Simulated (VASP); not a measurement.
# Al (Fd-3m) in VASP: a series of runs

The runs below take Al through relaxation of cell and atoms, single point, with PBEsol.

Everything below comes from runs of VASP 6.6.1. Logs are shortened: lines on timing, memory, paths and dates and some standing lists are left out, and cuts for length are marked.

## Step 1: The cell of the first run

The structure is cubic, space group Fd-3m (No. 227). Conventional cell: a = 5.320 Å, b = 5.320 Å, c = 5.320 Å, α = 90.00°, β = 90.00°, γ = 90.00°. Al (site symmetry -43m) has 4 Al at 2.30 Å within 3.0 Å.

## Step 2: Relaxation of cell and atoms, PBEsol

The input, INCAR:

```
SYSTEM = Al
PREC     = Accurate       ! precision mode
ENCUT    = 600            ! plane-wave cutoff, eV
EDIFF    = 1E-6           ! SCF threshold, eV
ISMEAR   = 0              ! smearing method
SIGMA    = 0.1            ! smearing width, eV
LREAL    = .FALSE.        ! projectors in reciprocal space
LASPH    = .TRUE.         ! aspherical terms in the spheres
NELM     = 100            ! most SCF steps
ALGO     = Fast           ! electronic algorithm
ISIF     = 3              ! what is computed and relaxed
LWAVE    = .FALSE.        ! write WAVECAR
LCHARG   = .FALSE.        ! write CHGCAR
GGA      = PS             ! functional
IBRION   = 2              ! ionic algorithm
NSW      = 90             ! ionic steps
EDIFFG   = -0.04          ! ionic threshold
```

The input, KPOINTS:

```
Automatic mesh
0
G
  6 6 6
  0 0 0
```

The input, POSCAR:

```
Al
1.0
    0.0000000000      2.6598623323      2.6598623323
    2.6598623323      0.0000000000      2.6598623323
    2.6598623323      2.6598623323      0.0000000000
Al
2
Direct
    0.5000000000      0.5000000000      0.5000000000
    0.7500000000      0.7500000000      0.7500000000
```

Potentials or basis: VASP PAW PBE potentials, release 64 (Al).

Command:

```console
cat potpaw_PBE.64/Al/POTCAR > POTCAR
mpirun -np 1 vasp_std > vasp.out
```

OUTCAR:

```text
SYSTEM = Al
   PREC = Accurate
   ENCUT = 600
   EDIFF = 1E-6
   ISMEAR = 0
   LREAL = .FALSE.
   LASPH = .TRUE.
   NELM = 100
   ISIF = 3
   GGA = PS
   IBRION = 2
   NSW = 90
   EDIFFG = -0.04

 ion  position               nearest neighbor table
   1  0.500  0.500  0.500-   2 2.30   2 2.30   2 2.30   2 2.30
   2  0.750  0.750  0.750-   1 2.30   1 2.30   1 2.30   1 2.30

  LATTYP: Found a face centered cubic cell.
 ALAT       =     5.3197246646

  Lattice vectors:

 A1 = (   0.0000000000,   2.6598623323,   2.6598623323)
 A2 = (   2.6598623323,   0.0000000000,   2.6598623323)
 A3 = (   2.6598623323,   2.6598623323,   0.0000000000)

Analysis of symmetry for initial positions (statically):
=====================================================================
 Subroutine PRICEL returns:
 Original cell was already a primitive cell.

 Routine SETGRP: Setting up the symmetry group for a
 face centered cubic supercell.

 Subroutine GETGRP returns: Found 48 space group operations
 (whereof 24 operations were pure point group operations)
 out of a pool of 48 trial point group operations.

The static configuration has the point symmetry T_d .
 The point group associated with its full space group is O_h .

Analysis of symmetry for dynamics (positions and initial velocities):
=====================================================================
 Subroutine PRICEL returns:
 Original cell was already a primitive cell.

 Routine SETGRP: Setting up the symmetry group for a
 face centered cubic supercell.

 Subroutine GETGRP returns: Found 48 space group operations
 (whereof 24 operations were pure point group operations)
 out of a pool of 48 trial point group operations.

The dynamic configuration has the point symmetry T_d .
 The point group associated with its full space group is O_h .

 Subroutine INISYM returns: Found 48 space group operations
 (whereof 24 operations are pure point group operations),
 and found     1 'primitive' translations

----------------------------------------------------------------------------------------

                                     Primitive cell

  volume of cell :      37.6363

  direct lattice vectors                    reciprocal lattice vectors
     0.000000000  2.659862332  2.659862332    -0.187979654  0.187979654  0.187979654
     2.659862332  0.000000000  2.659862332     0.187979654 -0.187979654  0.187979654
     2.659862332  2.659862332  0.000000000     0.187979654  0.187979654 -0.187979654

  length of vectors
     3.761613384  3.761613384  3.761613384     0.325590311  0.325590311  0.325590311

  position of ions in fractional coordinates (direct lattice)
     0.500000000  0.500000000  0.500000000
[... 57 lines left out ...]
   NGX,Y,Z   is equivalent  to a cutoff of  13.26, 13.26, 13.26 a.u.
   NGXF,Y,Z  is equivalent  to a cutoff of  26.52, 26.52, 26.52 a.u.
 SYSTEM =  Al
   PREC   = accura    normal or accurate (medium, high low for compatibility)
   ISTART =      0    job   : 0-new  1-cont  2-samecut
   ICHARG =      2    charge: 1-file 2-atom 10-const
   ISPIN  =      1    spin polarized calculation?
   LNONCOLLINEAR =      F non collinear calculations
   LSORBIT =      F    spin-orbit coupling
   LASPH  =      T    aspherical Exc in radial PAW
   ENCUT  =  600.0 eV  44.10 Ry    6.64 a.u.   7.51  7.51  7.51*2*pi/ulx,y,z
   NELM   =    100;   NELMIN=  2; NELMDL= -5     # of ELM steps
   EDIFF  = 0.1E-05   stopping-criterion for ELM
   LREAL  =      F    real-space projection
   EDIFFG = -.4E-01   stopping-criterion for IOM
   NSW    =     90    number of steps for IOM
   IBRION =      2    ionic relax: 0-MD 1-quasi-New 2-CG
   NFREE  =      1    steps in history (QN), initial steepest desc. (CG)
   ISIF   =      3    stress and relaxation
   ISYM   =      2    0-nonsym 1-usesym 2-fastsym
   POTIM  = 0.5000    time-step for ionic-motion
   TEBEG  =    0.0;   TEEND  =   0.0 temperature during run
   PSTRESS=    0.0 pullay stress
   NELECT =       6.0000    total number of electrons
   NUPDOWN=      -1.0000    fix difference up-down
   EMIN   =  10.00;   EMAX   =-10.00  energy-range for DOS
   EFERMI =   0.00;   METHOD = LEGACY
   ISMEAR =     0;   SIGMA  =   0.10  broadening in eV -4-tet -1-fermi 0-gaus
   EFERMI_NEDOS =   21; number of points for ismear=-14 and -15
   IALGO  =     68    algorithm
   IMIX   =      4    mixing-type and parameters
     AMIX     =   0.40;   BMIX     =  1.00
     AMIX_MAG =   1.60;   BMIX_MAG =  1.00
  volume/ion in A,a.u.               =      18.82       126.99
  Fermi-wavevector in a.u.,A,eV,Ry     =   0.887679  1.677471 10.721044  0.787975
  Thomas-Fermi vector in A             =   2.009009
   LORBIT       =      0    0 simple, 1 ext, 2 COOP (PROOUT), +10 PAW based schemes
   GGA     = PS    functional components
   LHFCALC =     F    Hartree Fock is set to
   AEXX    =    0.0000 exact exchange contribution
   IVDW    =     0    specifies the selected vdW correction
   LEPSILON=     F    determine dielectric tensor
   LRPA    =     F    only Hartree local field effects (RPA)
 conjugate gradient relaxation of ions
 non-spin polarized calculation
 RMM-DIIS sequential band-by-band and
 Gauss-broadening in eV      SIGMA  =   0.10
  energy-cutoff  :      600.00
  volume of cell :       37.64
 maximum number of plane-waves:      1278
   NGX = 15   NGY = 15   NGZ = 15

--------------------------------------- Ionic step        1  -------------------------------------------

 number of electron       6.0000000 magnetization

 Free energy of the ion-electron system (eV)
  ---------------------------------------------------
  ext. energy  EPLUGINS =         0.00000000
  ---------------------------------------------------
  free energy    TOTEN  =        -5.37908345 eV

  energy without entropy =       -5.36406587  energy(sigma->0) =       -5.37157466

 E-fermi :   5.5662     XC(G=0):  -9.5700

 val. band max:        5.5648655096   @ k =   0.5000   0.3333   0.1667
 cond. band min:       5.6214481573   @ k =   0.3333   0.3333   0.0000
 fundamental gap:      0.0565826477
 Fermi energy:         5.5662238758

 k-point     1 :       0.0000    0.0000    0.0000
  band No.  band energies     occupation
      1      -4.0558      2.00000
      2       8.6037      0.00000
      3       8.6037      0.00000
      4       8.6037      0.00000
      5      10.3952      0.00000
      6      10.3952      0.00000
      7      10.3952      0.00000
[... 255 lines left out ...]
--------------------------------------- Ionic step        4  -------------------------------------------

 number of electron       6.0000000 magnetization

 Free energy of the ion-electron system (eV)
  ---------------------------------------------------
  ext. energy  EPLUGINS =         0.00000000
  ---------------------------------------------------
  free energy    TOTEN  =        -6.49146043 eV

  energy without entropy =       -6.47959237  energy(sigma->0) =       -6.48552640

 E-fermi :   2.8618     XC(G=0):  -8.3233

 val. band max:        2.7781844468   @ k =  -0.1667   0.1667   0.0000
 cond. band min:       2.8636717869   @ k =   0.3333   0.3333   0.0000
 fundamental gap:      0.0854873401
 Fermi energy:         2.8617929604

 k-point     1 :       0.0000    0.0000    0.0000
  band No.  band energies     occupation
      1      -5.0693      2.00000
      2       5.0496      0.00000
      3       5.0496      0.00000
      4       5.0496      0.00000
      5       6.8747      0.00000
      6       6.8747      0.00000
      7       6.8747      0.00000
[... 177 lines left out ...]
  FREE ENERGIE OF THE ION-ELECTRON SYSTEM (eV)
  ---------------------------------------------------
  free  energy   TOTEN  =        -6.4914604294 eV

  energy  without entropy=       -6.4795923708  energy(sigma->0) =       -6.48552640

 reached required accuracy - stopping structural energy minimisation
```

OSZICAR:

```text
N       E                     dE             d eps       ncg     rms          rms(c)
DAV:   1     0.414852989128E+01    0.41485E+01   -0.26774E+03   224   0.767E+02
DAV:   2    -0.532663909427E+01   -0.94752E+01   -0.92040E+01   301   0.577E+01
DAV:   3    -0.543310555953E+01   -0.10647E+00   -0.10597E+00   315   0.821E+00
[... 37 lines left out ...]
DAV:   1    -0.649166965501E+01   -0.59672E-03   -0.10151E-02   273   0.595E-01    0.721E-02
RMM:   2    -0.649153867774E+01    0.13098E-03   -0.11938E-04   224   0.940E-02    0.337E-02
RMM:   3    -0.649146097569E+01    0.77702E-04   -0.88840E-05   224   0.601E-02    0.112E-02
RMM:   4    -0.649146034727E+01    0.62842E-06   -0.13577E-05   224   0.292E-02    0.138E-02
RMM:   5    -0.649146042945E+01   -0.82172E-07   -0.28161E-06   169   0.150E-02
   4 F= -.64914604E+01 E0= -.64855264E+01  d E =-.111238E+01
```

It took 26 s on 1 thread of AMD EPYC 7R13, shared host; peak memory 0.13 GiB.

Results:

```yaml
Free_energy: -6.4915 eV
Relaxed_volume: 26.95 Å³/atom
Relaxed_cell: a = 4.240 Å, b = 4.240 Å, c = 4.240 Å, α = 60.00°, β = 60.00°, γ = 60.00°
Space_group_after_relaxing_to_0.05_Å: Fd-3m (No. 227)
Energy_gained_by_relaxing: 556.2 meV/atom
Ionic_steps: 4
Pressure_after_relaxing: -0.1 GPa
Band_gap_on_the_k_mesh: zero (band 3 reaches 5.05 eV, above the bottom of band 4 at 1.65 eV)
```

The path:
| step | energy change (eV) | largest force (eV/Å) | pressure (GPa) | volume (Å³) |
| --- | --- | --- | --- | --- |
| 1 | 0.0000 | 0.0000 | 29.27 | 37.64 |
| 2 | -1.0459 | 0.0000 | -3.35 | 59.64 |
| 3 | -1.1120 | 0.0000 | 0.32 | 53.43 |
| 4 | -1.1124 | 0.0000 | -0.05 | 53.91 |

Final structure:
```xyz
2
Lattice="0.0000 2.9983 2.9983 2.9983 0.0000 2.9983 2.9983 2.9983 0.0000" Properties=species:S:1:pos:R:3 pbc="T T T"
Al    2.9983    2.9983    2.9983
Al    4.4975    4.4975    4.4975
```

Caveat: the volume moved by over 15 % at a fixed basis, so the end points are rough; the PAW data sets were made with another functional, which shifts forces and pressure a little.

## Step 3: Single point, PBEsol

This run uses another cell than the first one, of 26.92 Å³/atom, 1.431 times its volume.

The input, INCAR:

```
SYSTEM = Al
  PREC = Accurate
  ENCUT = 520
  EDIFF = 1E-7
  ISMEAR = 0
  SIGMA = 0.1
  LREAL = .False.
  LASPH = .True.
  NELM = 100
  ALGO = Normal
  ISIF = 2
  LWAVE = .False.
  LCHARG = .False.
  GGA = PS
  NBANDS = 10
```

The input, KPOINTS:

```
Automatic mesh
0
Gamma
  16 16 16
  0 0 0
```

The input, POSCAR:

```
Al
1.0
    0.0000000000      2.9972078478      2.9972078478
    2.9972078478      0.0000000000      2.9972078478
    2.9972078478      2.9972078478      0.0000000000
Al
2
Direct
    0.0000000000      0.0000000000      0.0000000000
    0.2500000000      0.2500000000      0.2500000000
```

Potentials or basis: VASP PAW PBE potentials, release 64 (Al).

Command:

```console
cat potpaw_PBE.64/Al/POTCAR > POTCAR
mpirun -np 1 vasp_std > vasp.out
```

Run time: 58 s. Hardware: 1 thread of AMD EPYC 7R13, shared host; peak memory 0.18 GiB.

It converged, with:

```yaml
Free_energy: -6.5094 eV
Pressure: 0.1 GPa
Band_gap_on_the_k_mesh: zero (band 3 reaches 5.06 eV, above the bottom of band 4 at 1.45 eV)
```

Levels at points of the mesh, in eV from the Fermi level:
```csv
k point,band 1,band 2,band 3,band 4,band 5,band 6
"(0.00, 0.00, 0.00)",-7.95,2.17,2.17,2.17,4.00,4.00
"(0.50, 0.00, 0.00)",-5.87,-3.91,1.14,1.14,3.31,4.40
"(0.50, 0.50, 0.00)",-4.37,-4.37,-0.39,-0.39,2.06,2.06
```

Caveat: the PAW data sets were made with another functional, which shifts forces and pressure a little.
